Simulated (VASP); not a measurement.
**HgTe: single point with LDA**

HgTe:

```
Hg Te
1.0
     2.95207   -3.42007    0.00000
     2.95207    3.42007    0.00000
     0.00000    0.00000    5.71979
Hg Te
2 2
Cartesian
  2.9521 -1.0736 1.4299
  2.9521 1.0736 4.2898
  2.9521 1.9481 1.4299
  2.9521 -1.9481 4.2898
```

This cell differs from its parent crystal: volume scaled by 0.96.

* Program: VASP 6.6.1
* Task: single point
* Functional: LDA
* Potentials or basis: VASP PAW LDA potentials, release 64 (Hg, Te)
* Cutoff: 520 eV
* k mesh: 6 × 6 × 5
* Occupations: fermi-dirac, width 0.05 eV
* Spin: no spin polarisation
* Dipole correction: no
* Further INCAR settings: ALGO = Normal; EDIFF = 1e-07; NBANDS = 26

```yaml
Pressure: -3.1 GPa
Largest_force: 0.151 eV/Å
Band_gap_on_the_k_mesh: zero (band 18 reaches 4.50 eV, above the bottom of band 19 at 2.29 eV)
```

Forces on the atoms (eV/Å):
```
Hg   0.000 -0.022  0.000
Hg   0.000  0.022  0.000
Te   0.000 -0.151  0.000
Te   0.000  0.151  0.000
```

Stress tensor (GPa, compression positive):
```
-3.27  0.00  0.00
 0.00 -2.88  0.00
 0.00  0.00 -3.29
```

Levels at points of the mesh, in eV from the Fermi level:
| k point | band 14 | band 15 | band 16 | band 17 | band 18 | band 19 | band 20 | band 21 | band 22 | band 23 |
| --- | --- | --- | --- | --- | --- | --- | --- | --- | --- | --- |
| (0.00, 0.00, 0.00) | -2.68 | -2.58 | -2.56 | -0.99 | -0.36 | -0.32 | -0.01 | 4.12 | 5.20 | 6.29 |
| (0.50, 0.00, 0.00) | -3.83 | -2.47 | -1.91 | -0.76 | -0.48 | 1.52 | 2.57 | 3.02 | 4.60 | 5.15 |
| (0.50, 0.50, 0.00) | -4.18 | -2.08 | -1.90 | -1.83 | -1.80 | -1.75 | -1.41 | 3.25 | 5.32 | 7.17 |

Wall time 2.1 min on 1 thread of Intel Xeon 6975P-C (shared host), peak memory 0.26 GiB.

Caveat: spin-orbit coupling is left out, which moves the levels of the heavy elements.
